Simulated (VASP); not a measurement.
# Hf: relaxation of shape and atoms at fixed volume with r2SCAN

The system is Hf.

```
Hf
1.0
     4.52725    0.00000    0.00000
    -2.26363    3.92072    0.00000
     0.00000    0.00000    2.83205
Hf
3
Direct
  0.66667 0.33333 0.50000
  0.33333 0.66667 0.50000
  0.00000 0.00000 0.00000
```

This cell differs from its parent crystal: volume scaled by 0.760.

* Program: VASP 6.6.1
* Task: relaxation of shape and atoms at fixed volume
* Functional: r2SCAN
* Potentials or basis: VASP PAW PBE potentials, release 64 (Hf_pv)
* Cutoff: 600 eV
* k mesh: 10 × 10 × 14
* Occupations: gaussian, width 0.05 eV
* Spin: no spin polarisation
* Dipole correction: no
* Further INCAR settings: ALGO = Normal; EDIFF = 1e-06; IBRION = 2; EDIFFG = -0.01; NSW = 60; ISIF = 4

The energy gained by relaxing is 0.0 meV/atom, the ionic steps are 3 and the pressure after relaxing is 48.7 GPa. The band gap on the k mesh is zero (band 15 reaches 7.46 eV, above the bottom of band 16 at 6.34 eV).

Final structure:
```
Hf
1.0
     4.52596    0.00000    0.00000
    -2.26298    3.91960    0.00000
     0.00000    0.00000    2.83367
Hf
3
Direct
  0.66667 0.33333 0.50000
  0.33333 0.66667 0.50000
  0.00000 0.00000 0.00000
```

Levels at points of the mesh, in eV from the Fermi level:
```tsv
k point	band 13	band 14	band 15	band 16	band 17	band 18
(0.00, 0.00, 0.00)	-0.61	-0.57	-0.57	-0.49	1.54	2.77
(0.50, 0.00, 0.00)	-0.99	-0.88	-0.66	-0.05	1.22	1.70
(0.00, 0.00, 0.50)	-2.95	-2.95	-2.03	1.71	1.71	3.04
(0.50, 0.00, 0.50)	-2.42	-1.24	-0.76	0.37	1.39	1.88
```

Run time: 7.6 min on 1 thread of Intel Xeon 6975P-C, on a shared host, peak memory 0.27 GiB.

Caveat: the PAW data sets were made with another functional, which shifts forces and pressure a little; spin-orbit coupling is left out, which moves the levels of the heavy elements.
